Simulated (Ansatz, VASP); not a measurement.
## Mg2BeS3 in VASP and in Ansatz

```
Mg Be S
1.0
     3.53443    0.00000    0.00000
     0.00000    3.54793    0.00000
     0.00000    0.00000   12.20777
Mg Be S
2 1 3
Direct
  0.50000 0.00000 0.09537
  0.00000 0.00000 0.51699
  0.50000 0.50000 0.62659
  0.00000 0.50000 0.10096
  0.00000 0.50000 0.70123
  0.50000 0.50000 0.45886
```

Change from the starting cell: species swapped into the Nd2In3Ni type (Pmm2, No. 25).

Alike in both runs: functional PBE; k mesh 10 × 10 × 4; occupations gaussian, width 0.02 eV; no spin polarisation.

Ansatz relaxed the structure, and its values are those at the end. VASP's run is a single point on that final structure, the one shown.

|  | VASP | Ansatz |
| --- | --- | --- |
| version | VASP 6.6.1 | Ansatz 0.2.0 |
| potentials or method | VASP PAW PBE potentials, release 64 (Mg, Be, S), cutoff 600 eV | scalar-relativistic, plane waves, PAW |
| valence electrons in the cell | 24 | 40 |

|  | VASP | Ansatz | Ansatz less VASP |
| --- | --- | --- | --- |
| gap on the k mesh at the Fermi level (eV) | 0.45 | 0.42 | -0.027 |
| least direct gap on the mesh (eV) | 0.45 | 0.42 | -0.027 |
| pressure (GPa) | -0.1 | 0.0 | +0.12 |
| rms of the force components (eV/Å) | 0.005 | 0.000 | -0.0042 |

The functional is the same, so the differences come from potentials, cutoffs and numerics. VASP's potentials hold 24 valence electrons a cell and Ansatz's 40, so a difference there can come from the potentials and not from the codes.
